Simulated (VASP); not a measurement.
MgS: single point with LDA

Crystal: MgS.

```
Mg S
1.0
    -0.07083    2.83312    2.83312
     2.83312   -0.07083    2.83312
     2.76229    2.76229    0.00000
Mg S
1 1
Direct
  0.00000 0.00000 0.00000
  0.75000 0.75000 0.75000
```

This cell differs from its parent crystal: strain -0.0500 x Voigt [0, 0, 0, 0, 0, 1].

```json
{
 "Program": "VASP 6.6.1",
 "Task": "single point",
 "Functional": "LDA",
 "Potentials or basis": "VASP PAW LDA potentials, release 64 (Mg, S)",
 "Cutoff": "520 eV",
 "k mesh": "8 × 8 × 8",
 "Occupations": "gaussian, width 0.05 eV",
 "Spin": "no spin polarisation"
}
```

```yaml
Pressure: -2.3 GPa
Largest_force: 0.277 eV/Å
Band_gap_on_the_k_mesh: 3.08 eV, direct
```

Forces in eV/Å, atoms in the order of the input:
```
Mg   0.000  0.000  0.277
S    0.000  0.000 -0.277
```

Stress tensor (GPa, compression positive):
```
-2.33  2.48  0.00
 2.48 -2.33  0.00
 0.00  0.00 -2.36
```

Levels at points of the mesh, in eV from the valence-band top:
| k point | band 1 | band 2 | band 3 | band 4 | band 5 | band 6 | band 7 | band 8 | band 9 |
| --- | --- | --- | --- | --- | --- | --- | --- | --- | --- |
| (0.00, 0.00, 0.00) | -11.32 | -0.16 | -0.09 | 0.00 | 3.08 | 7.35 | 7.70 | 8.03 | 10.66 |
| (0.50, 0.00, 0.00) | -10.66 | -3.31 | -0.38 | -0.33 | 4.88 | 7.31 | 7.69 | 8.25 | 12.44 |
| (0.50, 0.50, 0.00) | -10.40 | -2.97 | -1.30 | -0.97 | 3.54 | 5.39 | 10.77 | 11.81 | 12.03 |
| (0.00, 0.00, 0.50) | -10.57 | -3.28 | -0.49 | -0.46 | 4.68 | 7.09 | 7.43 | 8.28 | 12.45 |
| (0.50, 0.00, 0.50) | -10.39 | -2.97 | -1.14 | -1.13 | 3.58 | 5.35 | 10.66 | 11.88 | 12.01 |

Wall time 56 s on 1 thread of Intel Xeon 8259CL, on a shared host, peak memory 0.18 GiB.

Caveat: the cell differs from its parent crystal (strain -0.0500 x Voigt [0, 0, 0, 0, 0, 1]). A k mesh can miss the band edges.
